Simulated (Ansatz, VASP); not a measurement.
## BP in VASP and in Ansatz

INCAR

```
ALGO     = Normal         # electronic algorithm
EDIFF    = 1E-8           # SCF threshold, eV
ENCUT    = 520            # plane-wave cutoff, eV
GGA      = PE             # functional
ISIF     = 2              # what is computed and relaxed
ISMEAR   = -1             # smearing method
LASPH    = True           # aspherical terms in the spheres
LCHARG   = False          # write CHGCAR
LEFG     = True         
LREAL    = False          # projectors in reciprocal space
LWAVE    = False          # write WAVECAR
NBANDS   = 11             # bands
NELM     = 100            # most SCF steps
PREC     = Accurate       # precision mode
SIGMA    = 0.08           # smearing width, eV
```

File KPOINTS:

```
k-points
0
Gamma
  13 13 11
```

File POSCAR:

```
BP
1.0
    3.0491768033      0.0000000000      0.0000000000
   -1.5245884017      2.6406645723      0.0000000000
    0.0000000000      0.0000000000      2.6968247451
B P
1 1
Direct
    0.0000000000      0.0000000000      0.0000000000
    0.3333333333      0.6666666667      0.5000000000
```

Input for Ansatz:

```yaml
crystal:
  lattice:
    - [3.0491768033, 0.0, 0.0]
    - [-1.5245884017, 2.6406645723, 0.0]
    - [0.0, 0.0, 2.6968247451]
  atoms:
    - { symbol: B, position: [0.0, 0.0, 0.0] }
    - { symbol: P, position: [0.3333333333, 0.6666666667, 0.5] }
kpoints:
  mp_grid: { grid: [13, 13, 11] }
scf:
  occupations: { method: fermi_dirac, width: 0.08 }
hamiltonian:
  xc: pbe
  pseudopotentials: { kind: paw }
output:
  forces: true
  stress: true
  eigenvalues: true
  efg: { contact_densities: true }
  write_density: true
  write_potential: true
  elf: true
  volumetric_format: npy
```

Change from the starting cell: volume scaled by 1.04, PAW files.

Alike in both runs: task electric field gradients; functional PBE; k mesh 13 × 13 × 11; occupations fermi-dirac, width 0.08 eV; no spin polarisation.

```csv
,VASP,Ansatz
version,VASP 6.6.1,Ansatz 0.2.0
potentials or method,"VASP PAW PBE potentials, release 64 (B, P)","PAW with Ansatz's default frozen-core files, scalar-relativistic"
plane-wave cutoff (eV),520,420
valence electrons in the cell,8,8
```

|  | VASP | Ansatz | Ansatz less VASP |
| --- | --- | --- | --- |
| pressure (GPa) | -5.5 | -5.3 | +0.21 |
| traceless stress, the component that is largest in VASP (GPa) | -0.26 | -0.25 | +0.010 |
| size of Vzz on the site where it differs most (V/Å²) | 24.1 | 23.5 | -0.55 |
